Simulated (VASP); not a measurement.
# LiF (P6_3mc) in VASP: a series of runs

The runs below take LiF through single point, with LDA, PBE, r2SCAN.

Everything below comes from runs of VASP 6.6.1. Logs are shortened: lines on timing, memory, paths and dates and some standing lists are left out, and cuts for length are marked.

### Step 1. The cell of the first run

The structure is hexagonal, space group P6_3mc (No. 186). The conventional cell has a = 3.081 Å, b = 3.081 Å, c = 4.785 Å, α = 90.00°, β = 90.00°, γ = 120.00°. Li (site symmetry 3m) has 4 F at 1.86 to 1.87 Å within 2.5 Å. F (site symmetry 3m) has 4 Li at 1.86 to 1.87 Å within 2.5 Å.

### Step 2. Single point, LDA

Contents of INCAR:

```
  PREC = Accurate
  ENCUT = 520
  EDIFF = 1E-6
  ISMEAR = 0
  SIGMA = 0.01
  LREAL = False
  LASPH = True
  NELM = 100
  ALGO = Normal
  ISIF = 2
  LWAVE = False
  LCHARG = False
  NBANDS = 18
```

Contents of KPOINTS:

```
regular mesh
0
Gamma
  6 6 4
```

Contents of POSCAR:

```
LiF
1.0
    3.0810519475      0.0000000000      0.0000000000
   -1.5405259738      2.6682692570      0.0000000000
    0.0000000000      0.0000000000      4.7852337722
Li F
2 2
Direct
    0.3333333333      0.6666666667      0.3824388604
    0.6666666667      0.3333333333      0.8824388604
    0.3333333333      0.6666666667      0.9925591396
    0.6666666667      0.3333333333      0.4925591396
```

Potentials or basis: VASP PAW LDA potentials, release 64 (Li_sv, F).

Run with:

```sh
cat potpaw_LDA.64/Li_sv/POTCAR potpaw_LDA.64/F/POTCAR > POTCAR
mpirun -np 1 vasp_std > vasp.out
```

OUTCAR:

```text
PREC = Accurate
   ENCUT = 520
   EDIFF = 1E-6
   ISMEAR = 0
   LREAL = False
   LASPH = True
   NELM = 100
   ISIF = 2

 ion  position               nearest neighbor table
   1  0.333  0.667  0.382-   4 1.86   4 1.86   4 1.86   3 1.87
   2  0.667  0.333  0.882-   3 1.86   3 1.86   3 1.86   4 1.87
   3  0.333  0.667  0.993-   2 1.86   2 1.86   2 1.86   1 1.87
   4  0.667  0.333  0.493-   1 1.86   1 1.86   1 1.86   2 1.87

  LATTYP: Found a hexagonal cell.
 ALAT       =     3.0810519475
 C/A-ratio  =     1.5531168749

  Lattice vectors:

 A1 = (   3.0810519475,   0.0000000000,   0.0000000000)
 A2 = (  -1.5405259738,   2.6682692570,   0.0000000000)
 A3 = (   0.0000000000,   0.0000000000,   4.7852337722)

Analysis of symmetry for initial positions (statically):
=====================================================================
 Subroutine PRICEL returns:
 Original cell was already a primitive cell.

 Routine SETGRP: Setting up the symmetry group for a
 hexagonal supercell.

 Subroutine GETGRP returns: Found 12 space group operations
 (whereof  6 operations were pure point group operations)
 out of a pool of 24 trial point group operations.

The static configuration has the point symmetry C_3v.
 The point group associated with its full space group is C_6v.

Analysis of symmetry for dynamics (positions and initial velocities):
=====================================================================
 Subroutine PRICEL returns:
 Original cell was already a primitive cell.

 Routine SETGRP: Setting up the symmetry group for a
 hexagonal supercell.

 Subroutine GETGRP returns: Found 12 space group operations
 (whereof  6 operations were pure point group operations)
 out of a pool of 24 trial point group operations.

The dynamic configuration has the point symmetry C_3v.
 The point group associated with its full space group is C_6v.

 Subroutine INISYM returns: Found 12 space group operations
 (whereof  6 operations are pure point group operations),
 and found     1 'primitive' translations

----------------------------------------------------------------------------------------

                                     Primitive cell

  volume of cell :      39.3398

  direct lattice vectors                    reciprocal lattice vectors
     3.081051948  0.000000000  0.000000000     0.324564472  0.187387386  0.000000000
    -1.540525974  2.668269257  0.000000000     0.000000000  0.374774771  0.000000000
     0.000000000  0.000000000  4.785233772     0.000000000  0.000000000  0.208976206

  length of vectors
     3.081051948  3.081051948  4.785233772     0.374774771  0.374774771  0.208976206

  position of ions in fractional coordinates (direct lattice)
     0.333333333  0.666666667  0.382438860
     0.666666667  0.333333333  0.882438860
     0.333333333  0.666666667  0.992559140
     0.666666667  0.333333333  0.492559140

  ion indices of the primitive-cell ions
   primitive index   ion index
                 1           1
                 2           2
                 3           3
                 4           4

----------------------------------------------------------------------------------------

 KPOINTS: regular mesh

Automatic generation of k-mesh.
 Grid dimensions read from file:
 generate k-points for:    6    6    4

 Generating k-lattice:

  Cartesian coordinates                     Fractional coordinates (reciprocal lattice)
     0.054094079  0.031231231  0.000000000     0.166666667  0.000000000  0.000000000
     0.000000000  0.062462462  0.000000000     0.000000000  0.166666667  0.000000000
     0.000000000  0.000000000  0.052244052     0.000000000  0.000000000  0.250000000

  Length of vectors
     0.062462462  0.062462462  0.052244052

  Shift w.r.t. Gamma in fractional coordinates (k-lattice)
     0.000000000  0.000000000  0.000000000

 Subroutine IBZKPT returns following result:
 ===========================================

 Found     21 irreducible k-points:

 Following reciprocal coordinates:
            Coordinates               Weight
  0.000000  0.000000  0.000000      1.000000
  0.166667  0.000000  0.000000      6.000000
  0.333333 -0.000000  0.000000      6.000000
  0.500000 -0.000000  0.000000      3.000000
  0.166667  0.166667  0.000000      6.000000
  0.333333  0.166667  0.000000     12.000000
[... 13 lines left out ...]
  0.333333  0.166667  0.500000     12.000000
  0.333333  0.333333  0.500000      2.000000
   k-points           NKPTS =     21   k-points in BZ     NKDIM =     21   number of bands    NBANDS=     18
   number of dos      NEDOS =    301   number of ions     NIONS =      4
   total plane-waves  NPLWV =  20736
   dimension x,y,z NGX =    24 NGY =   24 NGZ =   36
   dimension x,y,z NGXF=    48 NGYF=   48 NGZF=   72
   ions per type =               2   2
   NGX,Y,Z   is equivalent  to a cutoff of  12.95, 12.95, 12.51 a.u.
   NGXF,Y,Z  is equivalent  to a cutoff of  25.90, 25.90, 25.01 a.u.
 SYSTEM =  unknown system
   PREC   = accura    normal or accurate (medium, high low for compatibility)
   ISTART =      0    job   : 0-new  1-cont  2-samecut
   ICHARG =      2    charge: 1-file 2-atom 10-const
   ISPIN  =      1    spin polarized calculation?
   LNONCOLLINEAR =      F non collinear calculations
   LSORBIT =      F    spin-orbit coupling
   LASPH  =      T    aspherical Exc in radial PAW
   ENCUT  =  520.0 eV  38.22 Ry    6.18 a.u.   5.73  5.73  8.90*2*pi/ulx,y,z
   NELM   =    100;   NELMIN=  2; NELMDL= -5     # of ELM steps
   EDIFF  = 0.1E-05   stopping-criterion for ELM
   LREAL  =      F    real-space projection
   EDIFFG = 0.1E-04   stopping-criterion for IOM
   NSW    =      0    number of steps for IOM
   IBRION =     -1    ionic relax: 0-MD 1-quasi-New 2-CG
   NFREE  =      0    steps in history (QN), initial steepest desc. (CG)
   ISIF   =      2    stress and relaxation
   ISYM   =      2    0-nonsym 1-usesym 2-fastsym
   POTIM  = 0.5000    time-step for ionic-motion
   TEBEG  =    0.0;   TEEND  =   0.0 temperature during run
   PSTRESS=    0.0 pullay stress
   NELECT =      20.0000    total number of electrons
   NUPDOWN=      -1.0000    fix difference up-down
   EMIN   =  10.00;   EMAX   =-10.00  energy-range for DOS
   EFERMI =   0.00;   METHOD = LEGACY
   ISMEAR =     0;   SIGMA  =   0.01  broadening in eV -4-tet -1-fermi 0-gaus
   EFERMI_NEDOS =   21; number of points for ismear=-14 and -15
   IALGO  =     38    algorithm
   IMIX   =      4    mixing-type and parameters
     AMIX     =   0.40;   BMIX     =  1.00
     AMIX_MAG =   1.60;   BMIX_MAG =  1.00
  volume/ion in A,a.u.               =       9.83        66.37
  Fermi-wavevector in a.u.,A,eV,Ry     =   1.306595  2.469106 23.227725  1.707190
  Thomas-Fermi vector in A             =   2.437386
   LORBIT       =      0    0 simple, 1 ext, 2 COOP (PROOUT), +10 PAW based schemes
   GGA     = CA    functional components
   LHFCALC =     F    Hartree Fock is set to
   AEXX    =    0.0000 exact exchange contribution
   IVDW    =     0    specifies the selected vdW correction
   LEPSILON=     F    determine dielectric tensor
   LRPA    =     F    only Hartree local field effects (RPA)
 non-spin polarized calculation
 Gauss-broadening in eV      SIGMA  =   0.01
  energy-cutoff  :      520.00
  volume of cell :       39.34
 maximum number of plane-waves:      1085
 NGX is ok and might be reduce to    24
   NGX = 11   NGY = 11   NGZ = 17

 number of electron      20.0000014 magnetization

 Free energy of the ion-electron system (eV)
  ---------------------------------------------------
  ext. energy  EPLUGINS =         0.00000000
  ---------------------------------------------------
  free energy    TOTEN  =       -20.78751998 eV

  energy without entropy =      -20.78751998  energy(sigma->0) =      -20.78751998

 E-fermi :  -2.6015     XC(G=0):  -9.5883

 val. band max:       -2.7055557570   @ k =   0.0000   0.0000   0.0000
 cond. band min:       4.8119362724   @ k =   0.0000   0.0000   0.0000
 fundamental gap:      7.5174920294
 Fermi energy:        -2.6014613395

 k-point     1 :       0.0000    0.0000    0.0000
  band No.  band energies     occupation
      1     -42.0084      2.00000
      2     -41.9573      2.00000
      3     -21.7598      2.00000
      4     -21.4992      2.00000
      5      -5.0073      2.00000
      6      -3.2374      2.00000
[... 10 lines left out ...]
     17      16.4576      0.00000
     18      17.4096      0.00000

 k-point     2 :       0.1667    0.0000    0.0000
  band No.  band energies     occupation
      1     -41.9987      2.00000
      2     -41.9535      2.00000
      3     -21.7241      2.00000
      4     -21.4934      2.00000
      5      -4.8652      2.00000
      6      -3.5378      2.00000
[... 10 lines left out ...]
     17      16.7775      0.00000
     18      16.9515      0.00000

 k-point     3 :       0.3333   -0.0000    0.0000
  band No.  band energies     occupation
      1     -41.9773      2.00000
      2     -41.9479      2.00000
      3     -21.6407      2.00000
      4     -21.4925      2.00000
      5      -4.6744      2.00000
      6      -4.0578      2.00000
[... 10 lines left out ...]
     17      16.4329      0.00000
     18      17.4423      0.00000

 k-point     4 :       0.5000   -0.0000    0.0000
  band No.  band energies     occupation
      1     -41.9642      2.00000
      2     -41.9475      2.00000
      3     -21.5822      2.00000
      4     -21.5076      2.00000
      5      -4.8437      2.00000
      6      -4.0073      2.00000
[... 10 lines left out ...]
     17      16.0410      0.00000
     18      17.9820      0.00000

 k-point     5 :       0.1667    0.1667    0.0000
  band No.  band energies     occupation
      1     -41.9830      2.00000
      2     -41.9489      2.00000
      3     -21.6640      2.00000
      4     -21.4903      2.00000
      5      -4.6275      2.00000
      6      -4.1230      2.00000
[... 10 lines left out ...]
     17      17.2161      0.00000
     18      17.7352      0.00000

 k-point     6 :       0.3333    0.1667    0.0000
  band No.  band energies     occupation
      1     -41.9642      2.00000
      2     -41.9474      2.00000
      3     -21.5855      2.00000
      4     -21.5031      2.00000
      5      -4.7594      2.00000
      6      -4.2158      2.00000
[... 10 lines left out ...]
     17      16.1444      0.00000
     18      18.1625      0.00000

 k-point     7 :       0.3333    0.3333    0.0000
  band No.  band energies     occupation
      1     -41.9524      2.00000
      2     -41.9524      2.00000
      3     -21.5326      2.00000
      4     -21.5326      2.00000
      5      -4.9033      2.00000
      6      -3.9452      2.00000
[... 10 lines left out ...]
     17      14.9917      0.00000
     18      18.1394      0.00000

 k-point     8 :       0.0000    0.0000    0.2500
  band No.  band energies     occupation
      1     -42.0009      2.00000
      2     -41.9646      2.00000
      3     -21.7245      2.00000
      4     -21.5400      2.00000
      5      -4.6977      2.00000
      6      -3.1871      2.00000
[... 10 lines left out ...]
     17      16.1426      0.00000
     18      16.1816      0.00000
[... 166 lines left out ...]
     17      16.2412      0.00000
     18      16.2412      0.00000

 k-point    17 :       0.3333   -0.0000    0.5000
  band No.  band energies     occupation
      1     -41.9625      2.00000
      2     -41.9625      2.00000
      3     -21.5713      2.00000
      4     -21.5713      2.00000
      5      -4.3622      2.00000
      6      -4.3622      2.00000
[... 10 lines left out ...]
     17      16.6007      0.00000
     18      16.6007      0.00000

 k-point    18 :       0.5000   -0.0000    0.5000
  band No.  band energies     occupation
      1     -41.9557      2.00000
      2     -41.9557      2.00000
      3     -21.5487      2.00000
      4     -21.5487      2.00000
      5      -4.5850      2.00000
      6      -4.5850      2.00000
[... 10 lines left out ...]
     17      16.7249      0.00000
     18      16.7249      0.00000

 k-point    19 :       0.1667    0.1667    0.5000
  band No.  band energies     occupation
      1     -41.9659      2.00000
      2     -41.9659      2.00000
      3     -21.5823      2.00000
      4     -21.5823      2.00000
      5      -4.2119      2.00000
      6      -4.2119      2.00000
[... 10 lines left out ...]
     17      16.7872      0.00000
     18      16.7872      0.00000

 k-point    20 :       0.3333    0.1667    0.5000
  band No.  band energies     occupation
      1     -41.9557      2.00000
      2     -41.9557      2.00000
      3     -21.5483      2.00000
      4     -21.5483      2.00000
      5      -4.4620      2.00000
      6      -4.4620      2.00000
[... 10 lines left out ...]
     17      17.2320      0.00000
     18      17.2320      0.00000

 k-point    21 :       0.3333    0.3333    0.5000
  band No.  band energies     occupation
      1     -41.9524      2.00000
      2     -41.9524      2.00000
      3     -21.5366      2.00000
      4     -21.5366      2.00000
      5      -4.3706      2.00000
      6      -4.3706      2.00000
[... 10 lines left out ...]
     17      18.0756      0.00000
     18      18.0756      0.00000

------------------------ aborting loop because EDIFF is reached ----------------------------------------

  FORCE on cell =-STRESS in cart. coord.  units (eV):
  Direction    XX          YY          ZZ          XY          YZ          ZX
  --------------------------------------------------------------------------------------
  -------------------------------------------------------------------------------------
  Total       -0.8895529     -0.8895529     -0.8798072      0.0000000     -0.0000000      0.0000000
  in kB      -36.2285165    -36.2285165    -35.8316057      0.0000000     -0.0000000      0.0000000
  external PRESSURE =     -36.0962129 kB  Pullay stress =       0.0000000 kB

 VOLUME and BASIS-vectors are now :
 -----------------------------------------------------------------------------
  energy-cutoff  :      520.00
  volume of cell :       39.34
      direct lattice vectors                 reciprocal lattice vectors
     3.081051948  0.000000000  0.000000000     0.324564472  0.187387386  0.000000000
    -1.540525974  2.668269257  0.000000000     0.000000000  0.374774771  0.000000000
     0.000000000  0.000000000  4.785233772     0.000000000  0.000000000  0.208976206

 POSITION                                       TOTAL-FORCE (eV/Angst)
 -----------------------------------------------------------------------------------
     -0.00000      1.77885      1.83006        -0.000000      0.000000     -0.007341
      1.54053      0.88942      4.22268         0.000000      0.000000     -0.007341
     -0.00000      1.77885      4.74963        -0.000000      0.000000      0.007341
      1.54053      0.88942      2.35701         0.000000      0.000000      0.007341
 -----------------------------------------------------------------------------------
    total drift:                                0.000001      0.000001      0.000745

  FREE ENERGIE OF THE ION-ELECTRON SYSTEM (eV)
  ---------------------------------------------------
  free  energy   TOTEN  =       -20.7875199765 eV

  energy  without entropy=      -20.7875199765  energy(sigma->0) =      -20.78751998
```

It took 14 s on 1 thread of Intel Xeon 8259CL, shared host; peak memory 0.14 GiB.

Results:

```yaml
Free_energy: -20.7875 eV
Largest_force: 0.007 eV/Å
Band_gap_on_the_k_mesh: 7.52 eV, direct
```

Forces on the atoms (eV/Å):
```
Li   0.000  0.000 -0.007
Li   0.000  0.000 -0.007
F    0.000  0.000  0.007
F    0.000  0.000  0.007
```

Levels at points of the mesh, in eV from the valence-band top:
```csv
k point,band 8,band 9,band 10,band 11,band 12,band 13
"(0.00, 0.00, 0.00)",-0.19,-0.19,0.00,7.52,11.79,15.05
"(0.50, 0.00, 0.00)",-1.09,-0.58,-0.42,10.86,11.88,14.56
"(0.00, 0.00, 0.50)",-0.36,-0.36,-0.36,9.22,9.22,17.34
"(0.50, 0.00, 0.50)",-0.77,-0.59,-0.59,10.81,10.81,14.58
```

Caveat: the cutoff is under 1.25 times the usual one of these potentials, so pressure, stress and relaxed cells hold a basis-set (Pulay) error.

### Step 3. Single point, PBE

Contents of INCAR:

```
SYSTEM = LiF
PREC = Accurate
ENCUT = 520
EDIFF = 1E-6
ISMEAR = 0
SIGMA = 0.01
LREAL = .False.
LASPH = .True.
NELM = 100
ALGO = Normal
ISIF = 2
LWAVE = .False.
LCHARG = .False.
GGA = PE
NBANDS = 18
```

Contents of KPOINTS:

```
Automatic mesh
0
Gamma
  6 6 4
  0 0 0
```

POSCAR is that of step 2.

Potentials or basis: VASP PAW PBE potentials, release 64 (Li_sv, F).

Run with:

```sh
cat potpaw_PBE.64/Li_sv/POTCAR potpaw_PBE.64/F/POTCAR > POTCAR
mpirun -np 1 vasp_std > vasp.out
```

Wall time 18 s (1 thread of Intel Xeon 8259CL, shared host); peak memory 0.15 GiB.

The run converged. Its results:

```yaml
Free_energy: -19.2783 eV
Band_gap_on_the_k_mesh: 7.84 eV, direct
```

Forces in eV/Å, atoms in the order of the input:
```
Li   0.000  0.000  0.003
Li   0.000  0.000  0.003
F    0.000  0.000 -0.003
F    0.000  0.000 -0.003
```

Levels at points of the mesh, in eV from the valence-band top:
| k point | band 6 | band 7 | band 8 | band 9 | band 10 | band 11 | band 12 | band 13 | band 14 | band 15 |
| --- | --- | --- | --- | --- | --- | --- | --- | --- | --- | --- |
| (0.00, 0.00, 0.00) | -0.52 | -0.52 | -0.18 | -0.18 | 0.00 | 7.84 | 12.17 | 15.40 | 18.55 | 18.55 |
| (0.50, 0.00, 0.00) | -1.27 | -1.07 | -1.05 | -0.56 | -0.41 | 11.26 | 12.30 | 14.93 | 15.12 | 17.39 |
| (0.00, 0.00, 0.50) | -1.17 | -0.35 | -0.35 | -0.35 | -0.35 | 9.56 | 9.56 | 17.78 | 17.78 | 18.81 |
| (0.50, 0.00, 0.50) | -1.82 | -0.74 | -0.74 | -0.57 | -0.57 | 11.23 | 11.23 | 14.99 | 14.99 | 19.13 |

Caveat: the cutoff is under 1.25 times the usual one of these potentials, so pressure, stress and relaxed cells hold a basis-set (Pulay) error. As with any semilocal functional, this PBE gap is likely too small.

(Continued in part 2 of 2.)
